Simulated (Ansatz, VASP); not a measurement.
**One calculation of LiTlS2, two programs**

File INCAR:

```
PREC = Accurate ; ENCUT = 520
EDIFF = 1E-6 ; ISMEAR = 0
SIGMA = 0.2 ; LREAL = F
LASPH = T ; NELM = 100
ALGO = Normal ; ISIF = 2
LWAVE = F ; LCHARG = T
GGA = PE ; LELF = T
LVHAR = T ; NBANDS = 22
```

File KPOINTS:

```
Automatic mesh
0
Gamma
  4 4 4
```

Contents of POSCAR:

```
LiTlS2
1.0
    4.0667718546      0.0000000000      0.0000000000
    0.0000000000      4.0667718546      0.0000000000
    0.0000000000      0.0000000000      5.7187778110
Li S Tl
1 2 1
Direct
    0.0000000000      0.0000000000      0.0000000000
    0.0000000000      0.5000000000      0.2309016903
    0.5000000000      0.0000000000      0.7690983097
    0.5000000000      0.5000000000      0.5000000000
```

Input for Ansatz:

```yaml
crystal:
  lattice:
    - [4.0667718546, 0.0, 0.0]
    - [0.0, 4.0667718546, 0.0]
    - [0.0, 0.0, 5.718777811]
  atoms:
    - { symbol: Li, position: [0.0, 0.0, 0.0] }
    - { symbol: S, position: [0.0, 0.5, 0.2309016903] }
    - { symbol: Tl, position: [0.5, 0.5, 0.5] }
    - { symbol: S, position: [0.5, 0.0, 0.7690983097] }
kpoints:
  mp_grid: { grid: [4, 4, 4] }
hamiltonian:
  xc: pbe
scf:
  occupations: { method: gaussian, width: 0.2 }
  n_extra_bands: 5
output:
  forces: true
  stress: true
  eigenvalues: true
```

Alike in both runs: task single point; functional PBE; k mesh 4 × 4 × 4; occupations gaussian, width 0.2 eV; no spin polarisation.

```csv
,VASP,Ansatz
version,VASP 6.6.1,Ansatz 0.2.0
potentials or method,"VASP PAW PBE potentials, release 64 (Li_sv, S, Tl_d)",plane waves
plane-wave cutoff (eV),520,420
valence electrons in the cell,28,28
```

```tsv
	VASP	Ansatz	Ansatz less VASP
rms of the force components (eV/Å)	0.069	0.073	+0.0040
```

Neither program's run includes spin-orbit coupling. Noted on VASP's run: the cutoff is short for stress, so the pressure is rough.
